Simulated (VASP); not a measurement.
## Be: single point with PBE

Be:

```
CELL_PARAMETERS angstrom
2.18453 0.00000 0.00000
-1.09226 1.89186 0.00000
0.00000 0.00000 3.51088
ATOMIC_POSITIONS crystal
Be 0.33333 0.66667 0.25000
Be 0.66667 0.33333 0.75000
```

This cell differs from its parent crystal: strain -0.050 along x and y, -0.025 along z.

- Program: VASP 6.6.1
- Task: single point
- Functional: PBE
- Potentials or basis: VASP PAW PBE potentials, release 64 (Be)
- Cutoff: 520 eV
- k mesh: 24 × 24 × 14
- Occupations: gaussian, width 0.15 eV
- Spin: no spin polarisation
- Dipole correction: no
- Further INCAR settings: ALGO = Normal; EDIFF = 1e-06; NBANDS = 9

The pressure is 12.3 GPa. The band gap on the k mesh is zero (band 2 reaches 8.75 eV, above the bottom of band 3 at 6.68 eV).

Stress tensor (GPa, compression positive):
```
14.73  0.00  0.00
 0.00 14.73  0.00
 0.00  0.00  7.35
```

Levels at points of the mesh, in eV from the Fermi level:
```tsv
k point	band 1	band 2	band 3	band 4	band 5
(0.00, 0.00, 0.00)	-11.88	-5.01	1.01	17.51	17.51
(0.50, 0.00, 0.00)	-5.31	-3.18	3.77	6.68	7.06
(0.00, 0.00, 0.50)	-9.70	-9.70	10.77	10.77	19.19
(0.50, 0.00, 0.50)	-3.90	-3.90	1.87	1.87	13.03
```

Wall time 12 s on 1 thread of Intel(R) Xeon(R) 6975P-C (Granite Rapids), on a shared host, peak memory 0.15 GiB.

Caveat: the cell differs from its parent crystal (strain -0.050 along x and y, -0.025 along z).
